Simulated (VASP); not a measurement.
Set up this calculation in VASP 6.6.1, as the native input.

```yaml
Task: single point
Functional: PBE
Dispersion: D3(BJ)
Potentials_or_basis: VASP PAW PBE potentials, release 64 (Ta_pv, C, S, H)
Cutoff: 520 eV
k_mesh: 3 × 3 × 1
Occupations: gaussian, width 0.1 eV
Spin: no spin polarisation
Dipole_correction: yes
Further_INCAR_settings: LREAL = Auto; ALGO = Normal; EDIFF = 1e-07; NBANDS = 116
```

The structure of Ta16H6C2S lies in POSCAR:

```
Ta16H6C2S
1.0
    6.5698933887      0.0000000000      0.0000000000
    0.0000000000      6.5698933887      0.0000000000
    0.0000000000      0.0000000000     26.5707200415
Ta C S H
16 2 1 6
Direct
    0.2500000000      0.7500000000      0.3010832972
    0.2500000000      0.2500000000      0.3010832972
    0.7500000000      0.7500000000      0.3010832972
    0.7500000000      0.2500000000      0.3010832972
    0.5000000000      0.5000000000      0.3628984586
    0.5000000000      0.0000000000      0.3628984586
    0.0000000000      0.5000000000      0.3628984586
    0.0000000000      0.0000000000      0.3628984586
    0.7469414256      0.2516599984      0.4251762621
    0.7507716728      0.7475820665      0.4244929325
    0.2543143326      0.2486001981      0.4249327744
    0.2494728569      0.7526358125      0.4240955027
   -0.0036165141      0.0057573841      0.4805317420
    0.0087607487      0.4935490175      0.4806376609
    0.5178359003     -0.0154693060      0.4836260742
    0.4801208524      0.5171543135      0.4838935104
    0.4680885348      0.4635403345      0.5902040537
    0.5628158764      0.0499729619      0.5902559794
    0.5323846883      0.2606824583      0.6334673981
    0.3432896420      0.4134981292      0.5645363588
    0.4103467601      0.5912313157      0.6125015477
    0.6056171995      0.5165203624      0.5694377260
    0.4138208303      0.0025805992      0.5743974571
    0.6271379104     -0.0772166210      0.6115965801
    0.6751606939      0.0928065058      0.5604139076
```

One way to write it, as run:

INCAR

```
SYSTEM = Ta16H6C2S
ALGO = Normal
DIPOL = 0.5 0.5 0.464
EDIFF = 1E-7
ENCUT = 520
GGA = PE
IDIPOL = 3
ISIF = 2
ISMEAR = 0
IVDW = 12
LASPH = .TRUE.
LCHARG = .FALSE.
LDIPOL = .TRUE.
LREAL = Auto
LWAVE = .FALSE.
NBANDS = 116
NELM = 60
PREC = Accurate
SIGMA = 0.1
```

KPOINTS

```
k-points
0
G
  3 3 1
  0 0 0
```

Potentials or basis: VASP PAW PBE potentials, release 64 (Ta_pv, C, S, H).

Command:

```bash
$ cat potpaw_PBE.64/Ta_pv/POTCAR potpaw_PBE.64/C/POTCAR potpaw_PBE.64/S/POTCAR potpaw_PBE.64/H/POTCAR > POTCAR
$ mpirun -np 1 vasp_std > vasp.out
```

It gave:

| Property | Result |
| --- | --- |
| Largest force | 0.743 eV/Å |
| Band gap on the k mesh | zero (bands 98 and 99 overlap by 0.22 eV) |
| Dispersion energy per atom | -0.294 eV |

Caveat: spin-orbit coupling is left out, which moves the levels of the heavy elements.

Run time: 19 min on 1 thread of Intel(R) Xeon(R) 6975P-C (Granite Rapids), with other jobs on the host, peak memory 1.2 GiB.
